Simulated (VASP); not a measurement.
# Be2S3 (C2) in VASP: relaxation of cell and atoms with PBE

Aim: the relaxation of cell and atoms of Be2S3 with PBE.

Everything below comes from runs of VASP 6.6.1. Logs are shortened: lines on timing, memory, paths and dates and some standing lists are left out, and cuts for length are marked.

## (1) The cell of the first run

The structure is monoclinic, space group C2 (No. 5). The conventional cell has a = 4.717 Å, b = 5.223 Å, c = 6.509 Å, α = 90.00°, β = 93.10°, γ = 90.00°. Be (site symmetry 1) has 4 S at 2.08 to 2.16 Å within 2.7 Å. S (site symmetry 1) has 2 Be at 2.08 to 2.13 Å and 1 S at 2.10 Å within 2.7 Å. S (site symmetry 2) has 4 Be at 2.14 to 2.16 Å within 2.8 Å.

## (2) Relaxation of cell and atoms, PBE

Contents of INCAR:

```
ALGO     = Normal         # electronic algorithm
EDIFF    = 1E-6           # SCF threshold, eV
EDIFFG   = -0.01          # ionic threshold
ENCUT    = 600            # plane-wave cutoff, eV
GGA      = PE             # functional
IBRION   = 2              # ionic algorithm
ISIF     = 3              # what is computed and relaxed
ISMEAR   = 0              # smearing method
LASPH    = True           # aspherical terms in the spheres
LCHARG   = False          # write CHGCAR
LREAL    = False          # projectors in reciprocal space
LWAVE    = False          # write WAVECAR
NELM     = 100            # most SCF steps
NSW      = 100            # ionic steps
PREC     = Accurate       # precision mode
SIGMA    = 0.02           # smearing width, eV
```

Contents of KPOINTS:

```
k-points
0
Gamma
  8 8 4
```

Contents of POSCAR:

```
Be2S3
1.0
    2.3584836747     -2.6117068567      0.0000000000
    2.3584836747      2.6117068567      0.0000000000
   -0.3523111856      0.0000000000      6.4996629124
Be S
2 3
Direct
    0.4920390563      0.9439103344      0.8110810230
    0.0560896656      0.5079609437      0.1889189770
    0.3767741024      0.4305204698      0.6420887597
    0.5694795302      0.6232258976      0.3579112403
    0.0056176455      0.9943823545      0.0000000000
```

Potentials or basis: VASP PAW PBE potentials, release 64 (Be, S).

Run with:

```sh
$ cat potpaw_PBE.64/Be/POTCAR potpaw_PBE.64/S/POTCAR > POTCAR
$ mpirun -np 1 vasp_std > vasp.out
```

OUTCAR:

```text
EDIFF = 1E-6
   EDIFFG = -0.01
   ENCUT = 600
   GGA = PE
   IBRION = 2
   ISIF = 3
   ISMEAR = 0
   LASPH = True
   LREAL = False
   NELM = 100
   NSW = 100
   PREC = Accurate

 ion  position               nearest neighbor table
   1  0.492  0.944  0.811-   3 2.08   3 2.13   5 2.14   5 2.16
   2  0.056  0.508  0.189-   4 2.08   4 2.13   5 2.14   5 2.16
   3  0.377  0.431  0.642-   1 2.08   4 2.10   1 2.13
   4  0.569  0.623  0.358-   2 2.08   3 2.10   2 2.13
   5  0.006  0.994  0.000-   2 2.14   1 2.14   2 2.16   1 2.16

  LATTYP: Found a base centered monoclinic cell.
 ALAT       =     4.7169673494
 B/A-ratio  =     1.1073669429
 C/A-ratio  =     1.3799553523
 COS(beta)  =    -0.0541250769

  Lattice vectors:

 A1 = (   2.3584836747,  -2.6117068567,   0.0000000000)
 A2 = (   2.3584836747,   2.6117068567,   0.0000000000)
 A3 = (  -0.3523111856,   0.0000000000,   6.4996629124)

Analysis of symmetry for initial positions (statically):
=====================================================================
 Subroutine PRICEL returns:
 Original cell was already a primitive cell.

 Routine SETGRP: Setting up the symmetry group for a
 base centered monoclinic supercell.

 Subroutine GETGRP returns: Found  2 space group operations
 (whereof  2 operations were pure point group operations)
 out of a pool of  4 trial point group operations.

The static configuration has the point symmetry C_2 .

Analysis of symmetry for dynamics (positions and initial velocities):
=====================================================================
 Subroutine PRICEL returns:
 Original cell was already a primitive cell.

 Routine SETGRP: Setting up the symmetry group for a
 base centered monoclinic supercell.

 Subroutine GETGRP returns: Found  2 space group operations
 (whereof  2 operations were pure point group operations)
 out of a pool of  4 trial point group operations.

The dynamic configuration has the point symmetry C_2 .

 Subroutine INISYM returns: Found  2 space group operations
 (whereof  2 operations are pure point group operations),
 and found     1 'primitive' translations

----------------------------------------------------------------------------------------

                                     Primitive cell

  volume of cell :      80.0715

  direct lattice vectors                    reciprocal lattice vectors
     2.358483675 -2.611706857  0.000000000     0.212000619 -0.191445682  0.011491394
     2.358483675  2.611706857  0.000000000     0.212000619  0.191445682  0.011491394
    -0.352311186  0.000000000  6.499662912     0.000000000  0.000000000  0.153854133

  length of vectors
     3.519013775  3.519013775  6.509204340     0.285880681  0.285880681  0.153854133

  position of ions in fractional coordinates (direct lattice)
     0.492039056  0.943910334  0.811081023
     0.056089666  0.507960944  0.188918977
     0.376774102  0.430520470  0.642088760
     0.569479530  0.623225898  0.357911240
     0.005617646  0.994382354  0.000000000

  ion indices of the primitive-cell ions
   primitive index   ion index
                 1           1
                 2           2
                 3           3
                 4           4
                 5           5

----------------------------------------------------------------------------------------

 KPOINTS: k-points

Automatic generation of k-mesh.
 Grid dimensions read from file:
 generate k-points for:    8    8    4

 Generating k-lattice:

  Cartesian coordinates                     Fractional coordinates (reciprocal lattice)
     0.026500077 -0.023930710  0.001436424     0.125000000 -0.000000000  0.000000000
     0.026500077  0.023930710  0.001436424    -0.000000000  0.125000000  0.000000000
     0.000000000  0.000000000  0.038463533     0.000000000  0.000000000  0.250000000

  Length of vectors
     0.035735085  0.035735085  0.038463533

  Shift w.r.t. Gamma in fractional coordinates (k-lattice)
     0.000000000  0.000000000  0.000000000

 Subroutine IBZKPT returns following result:
 ===========================================

 Found     78 irreducible k-points:

 Following reciprocal coordinates:
            Coordinates               Weight
  0.000000  0.000000  0.000000      1.000000
  0.125000 -0.000000  0.000000      4.000000
  0.250000 -0.000000  0.000000      4.000000
  0.375000  0.000000  0.000000      4.000000
  0.500000 -0.000000  0.000000      2.000000
  0.125000  0.125000 -0.000000      2.000000
[... 16 lines left out ...]
  0.125000 -0.000000  0.250000      4.000000
  0.250000 -0.000000  0.250000      4.000000
 [... further k-points ...]
   k-points           NKPTS =     78   k-points in BZ     NKDIM =     78   number of bands    NBANDS=     15
   number of dos      NEDOS =    301   number of ions     NIONS =      5
   total plane-waves  NPLWV =  42336
   dimension x,y,z NGX =    28 NGY =   28 NGZ =   54
   dimension x,y,z NGXF=    56 NGYF=   56 NGZF=  108
   ions per type =               2   3
   NGX,Y,Z   is equivalent  to a cutoff of  13.23, 13.23, 13.79 a.u.
   NGXF,Y,Z  is equivalent  to a cutoff of  26.46, 26.46, 27.58 a.u.
 SYSTEM =  unknown system
   PREC   = accura    normal or accurate (medium, high low for compatibility)
   ISTART =      0    job   : 0-new  1-cont  2-samecut
   ICHARG =      2    charge: 1-file 2-atom 10-const
   ISPIN  =      1    spin polarized calculation?
   LNONCOLLINEAR =      F non collinear calculations
   LSORBIT =      F    spin-orbit coupling
   LASPH  =      T    aspherical Exc in radial PAW
   ENCUT  =  600.0 eV  44.10 Ry    6.64 a.u.   7.03  7.03 13.00*2*pi/ulx,y,z
   NELM   =    100;   NELMIN=  2; NELMDL= -5     # of ELM steps
   EDIFF  = 0.1E-05   stopping-criterion for ELM
   LREAL  =      F    real-space projection
   EDIFFG = -.1E-01   stopping-criterion for IOM
   NSW    =    100    number of steps for IOM
   IBRION =      2    ionic relax: 0-MD 1-quasi-New 2-CG
   NFREE  =      1    steps in history (QN), initial steepest desc. (CG)
   ISIF   =      3    stress and relaxation
   ISYM   =      2    0-nonsym 1-usesym 2-fastsym
   POTIM  = 0.5000    time-step for ionic-motion
   TEBEG  =    0.0;   TEEND  =   0.0 temperature during run
   PSTRESS=    0.0 pullay stress
   NELECT =      22.0000    total number of electrons
   NUPDOWN=      -1.0000    fix difference up-down
   EMIN   =  10.00;   EMAX   =-10.00  energy-range for DOS
   EFERMI =   0.00;   METHOD = LEGACY
   ISMEAR =     0;   SIGMA  =   0.02  broadening in eV -4-tet -1-fermi 0-gaus
   EFERMI_NEDOS =   21; number of points for ismear=-14 and -15
   IALGO  =     38    algorithm
   IMIX   =      4    mixing-type and parameters
     AMIX     =   0.40;   BMIX     =  1.00
     AMIX_MAG =   1.60;   BMIX_MAG =  1.00
  volume/ion in A,a.u.               =      16.01       108.07
  Fermi-wavevector in a.u.,A,eV,Ry     =   1.064281  2.011200 15.411241  1.132694
  Thomas-Fermi vector in A             =   2.199794
   LORBIT       =      0    0 simple, 1 ext, 2 COOP (PROOUT), +10 PAW based schemes
   GGA     = PE    functional components
   LHFCALC =     F    Hartree Fock is set to
   AEXX    =    0.0000 exact exchange contribution
   IVDW    =     0    specifies the selected vdW correction
   LEPSILON=     F    determine dielectric tensor
   LRPA    =     F    only Hartree local field effects (RPA)
 conjugate gradient relaxation of ions
 non-spin polarized calculation
 Gauss-broadening in eV      SIGMA  =   0.02
  energy-cutoff  :      600.00
  volume of cell :       80.07
 maximum number of plane-waves:      2705
   NGX = 15   NGY = 15   NGZ = 25

--------------------------------------- Ionic step        1  -------------------------------------------

 number of electron      22.0000000 magnetization

 Free energy of the ion-electron system (eV)
  ---------------------------------------------------
  ext. energy  EPLUGINS =         0.00000000
  ---------------------------------------------------
  free energy    TOTEN  =       -23.12206763 eV

  energy without entropy =      -23.12206763  energy(sigma->0) =      -23.12206763

------------------------ aborting loop because EDIFF is reached ----------------------------------------

  FORCE on cell =-STRESS in cart. coord.  units (eV):
  Direction    XX          YY          ZZ          XY          YZ          ZX
  --------------------------------------------------------------------------------------
  -------------------------------------------------------------------------------------
  Total       -0.1170849     -0.0978901     -0.1973428      0.0000000      0.0000000      0.1986319
  in kB       -2.3427900     -1.9587151     -3.9486969      0.0000000      0.0000000      3.9744901
  external PRESSURE =      -2.7500673 kB  Pullay stress =       0.0000000 kB
[... 98 lines left out ...]
  FREE ENERGIE OF THE ION-ELECTRON SYSTEM (eV)
  ---------------------------------------------------
  free  energy   TOTEN  =       -23.1230727805 eV

  energy  without entropy=      -23.1230727805  energy(sigma->0) =      -23.12307278

[... ionic steps 4 to 13 ...]

--------------------------------------- Ionic step       14  -------------------------------------------

 number of electron      22.0000000 magnetization

------------------------ aborting loop because EDIFF is reached ----------------------------------------
[... 73 lines left out ...]
--------------------------------------- Ionic step       16  -------------------------------------------

 number of electron      22.0000000 magnetization

 Free energy of the ion-electron system (eV)
  ---------------------------------------------------
  ext. energy  EPLUGINS =         0.00000000
  ---------------------------------------------------
  free energy    TOTEN  =       -23.12505337 eV

  energy without entropy =      -23.12505337  energy(sigma->0) =      -23.12505337

 E-fermi :   4.1207     XC(G=0):  -9.5207

 val. band max:        4.0173221970   @ k =   0.1250   0.1250   0.2500
 cond. band min:       5.3824706438   @ k =   0.5000   0.5000   0.5000
 fundamental gap:      1.3651484468
 Fermi energy:         4.1207485562

 k-point     1 :       0.0000    0.0000    0.0000
  band No.  band energies     occupation
      1     -10.8326      2.00000
      2      -8.7698      2.00000
      3      -7.2233      2.00000
      4      -0.5670      2.00000
      5       0.6596      2.00000
      6       1.2097      2.00000
      7       1.2114      2.00000
      8       2.6481      2.00000
      9       2.6646      2.00000
     10       3.4558      2.00000
     11       3.4590      2.00000
     12       7.2572      0.00000
     13       7.8770      0.00000
     14       8.5705      0.00000
[... 401 lines left out ...]
      2      -8.7369      2.00000
      3      -6.8888      2.00000
      4      -1.0893      2.00000
      5      -0.3893      2.00000
      6       0.4432      2.00000
      7       0.9398      2.00000
      8       1.5233      2.00000
      9       2.3621      2.00000
     10       3.6204      2.00000
     11       3.9234      2.00000
     12       7.5240      0.00000
     13       8.5970      0.00000
     14       9.1266      0.00000
     15       9.8350      0.00000

 [... further k-points ...]

------------------------ aborting loop because EDIFF is reached ----------------------------------------

  FORCE on cell =-STRESS in cart. coord.  units (eV):
  Direction    XX          YY          ZZ          XY          YZ          ZX
  --------------------------------------------------------------------------------------
  -------------------------------------------------------------------------------------
  Total        0.0067792      0.0051829      0.0019708      0.0000000      0.0000000      0.0058825
  in kB        0.1357165      0.1037582      0.0394534      0.0000000      0.0000000      0.1177647
  external PRESSURE =       0.0929760 kB  Pullay stress =       0.0000000 kB
[... 20 lines left out ...]
  FREE ENERGIE OF THE ION-ELECTRON SYSTEM (eV)
  ---------------------------------------------------
  free  energy   TOTEN  =       -23.1250533747 eV

  energy  without entropy=      -23.1250533747  energy(sigma->0) =      -23.12505337

 reached required accuracy - stopping structural energy minimisation
```

Run time: 4 min. Hardware: 1 thread of Intel Xeon 6975P-C (Granite Rapids), shared host; peak memory 0.25 GiB.

Results:

```yaml
Free_energy: -23.1251 eV
Relaxed_volume: 16.01 Å³/atom
Relaxed_cell: a = 3.514 Å, b = 3.514 Å, c = 6.518 Å, α = 91.78°, β = 91.78°, γ = 95.57°
Space_group_after_relaxing_to_0.1_Å: C2 (No. 5)
Energy_gained_by_relaxing: 0.6 meV/atom
Ionic_steps: 16
Pressure_after_relaxing: 0.0 GPa
Largest_force_after_relaxing: 0.007 eV/Å
Band_gap_on_the_k_mesh: 1.37 eV (least direct gap 2.09 eV)
```

Forces in eV/Å, atoms in the order of the input:
```
Be  -0.004  0.002  0.000
Be   0.004  0.002  0.000
S    0.004 -0.003  0.005
S   -0.004 -0.003 -0.005
S    0.000  0.003  0.000
```

The path:
| step | energy change (eV) | largest force (eV/Å) | pressure (GPa) | volume (Å³) |
| --- | --- | --- | --- | --- |
| 1 | 0.0000 | 0.0876 | -0.28 | 80.07 |
| 2 | -0.0010 | 0.0749 | 0.11 | 79.75 |
| 3 | -0.0010 | 0.0589 | 0.05 | 79.80 |
| 4 | -0.0015 | 0.0354 | 0.07 | 79.76 |
| 5 | -0.0016 | 0.0592 | 0.07 | 79.73 |
| 6 | -0.0021 | 0.0424 | 0.04 | 79.79 |
| 7 | -0.0024 | 0.0384 | -0.01 | 79.90 |
| 8 | -0.0026 | 0.0171 | 0.00 | 79.92 |
| 9 | -0.0028 | 0.0260 | 0.03 | 79.95 |
| 10 | -0.0029 | 0.0195 | -0.03 | 80.03 |
| 11 | -0.0029 | 0.0224 | -0.05 | 80.04 |
| 12 | -0.0030 | 0.0140 | 0.01 | 80.03 |
| 13 | -0.0030 | 0.0111 | 0.00 | 80.03 |
| 14 | -0.0030 | 0.0103 | 0.00 | 80.03 |
| 15 | -0.0030 | 0.0104 | 0.00 | 80.03 |
| 16 | -0.0030 | 0.0074 | 0.01 | 80.03 |

Final structure:
```
Be S
1.0
     2.36125   -2.60290    0.00937
     2.36125    2.60290    0.00937
    -0.32687    0.00000    6.50943
Be S
2 3
Cartesian
  3.1543 1.1767 5.2930
  1.2414 1.1767 1.2352
  1.7160 0.1444 4.1955
  2.6796 0.1444 2.3327
  2.3612 2.5638 0.0094
```

A k mesh can miss the band edges.
